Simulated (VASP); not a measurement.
Here is a VASP 6.6.1 calculation.

File INCAR:

```
SYSTEM = Co
PREC = Accurate ; ENCUT = 520
EDIFF = 1E-6 ; ISMEAR = -1
SIGMA = 0.1 ; LREAL = .FALSE.
LASPH = .TRUE. ; NELM = 80
ALGO = Normal ; ISIF = 2
LWAVE = .FALSE. ; LCHARG = .FALSE.
GGA = PE ; NBANDS = 16
```

The input KPOINTS:

```
regular mesh
0
G
  9 9 5
  0 0 0
```

The input POSCAR:

```
Co
1.0
    2.4583936733      0.0000000000      0.0000000000
   -1.2291968366      2.1290313736      0.0000000000
    0.0000000000      0.0000000000      3.9606917934
Co
2
Direct
    0.3333333333      0.6666666667      0.2500000000
    0.6666666667      0.3333333333      0.7500000000
```

Potentials or basis: VASP PAW PBE potentials, release 64 (Co).

Command:

```console
$ cat potpaw_PBE.64/Co/POTCAR > POTCAR
$ mpirun -np 1 vasp_std > vasp.out
```

(1) Predict the pressure.

(2) Estimate the band gap on the k mesh.

Results:

(1) -0.6 GPa.

(2) zero (band 9 reaches 11.21 eV, above the bottom of band 10 at 9.74 eV).

Caveat: the run has no spin polarisation, though such a crystal can be magnetic.
